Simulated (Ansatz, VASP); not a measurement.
## Fe in VASP and in Ansatz

Contents of INCAR:

```
SYSTEM = Fe
ALGO = Normal
EDIFF = 1E-6
ENCUT = 520
GGA = RP
ISIF = 2
ISMEAR = -1
ISPIN = 2
LASPH = .TRUE.
LCHARG = .FALSE.
LMAXMIX = 4
LORBIT = 11
LREAL = .FALSE.
LWAVE = .FALSE.
MAGMOM = 2.653 2.653
NBANDS = 19
NELM = 150
PREC = Accurate
SIGMA = 0.05
```

Contents of KPOINTS:

```
k-points
0
G
  16 16 8
  0 0 0
```

The input POSCAR:

```
Fe
1.0
    2.4383922668      0.0000000000      0.0000000000
   -1.2191961334      2.1117096474      0.0000000000
    0.0000000000      0.0000000000      4.2445062099
Fe
2
Direct
    0.3333333333      0.6666666667      0.2500000000
    0.6666666667      0.3333333333      0.7500000000
```

Input for Ansatz:

```yaml
crystal:
  lattice:
    - [2.4383922668, 0.0, 0.0]
    - [-1.2191961334, 2.1117096474, 0.0]
    - [0.0, 0.0, 4.2445062099]
  atoms:
    - { symbol: Fe, position: [0.3333333333, 0.6666666667, 0.25], spin: 2.653 }
    - { symbol: Fe, position: [0.6666666667, 0.3333333333, 0.75], spin: 2.653 }
hamiltonian:
  xc: rpbe
  pseudopotentials:
    kind: paw
    azcp:
      Fe: "pseudopotentials/Fe.paw.azcp"
basis:
  ecutwfc: 420
  fft_grid_basis: typed
kpoints:
  mp_grid: { grid: [16, 16, 8], shift: [0, 0, 0] }
magnetization:
  spin_polarized: true
scf:
  occupations: { method: fermi_dirac, width: 0.05 }
  lower_state_search: "off"
output:
  stress: true
  write_density: true
  write_potential: true
  elf: true
  volumetric_format: npy
```

Alike in both runs: task single point; functional RPBE; k mesh 16 × 16 × 8; occupations fermi-dirac, width 0.05 eV; collinear spin.

|  | VASP | Ansatz |
| --- | --- | --- |
| version | VASP 6.6.1 | Ansatz 0.2.0 |
| potentials or method | VASP PAW PBE potentials, release 64 (Fe), cutoff 520 eV | plane waves (420 eV) with PAW, scalar-relativistic |
| valence electrons in the cell | 16 | 32 |

|  | VASP | Ansatz | Ansatz less VASP |
| --- | --- | --- | --- |
| pressure (GPa) | 12.2 | 10.1 | -2.11 |
| traceless stress, the component that is largest in VASP (GPa) | 3.18 | 2.24 | -0.935 |
| net moment per atom (μB) | 1.87 | 1.74 | -0.128 |
| size of the moment on the site where the two differ most (μB) | 1.85 | 1.77 | -0.086 |

The net moments are unlike, so the other rows may belong to different states. VASP's potentials were made for PBE, not for RPBE. Site moments also hang on the region over which each program counts them. VASP's potentials hold 16 valence electrons a cell and Ansatz's 32, so a difference there can come from the potentials and not from the codes.
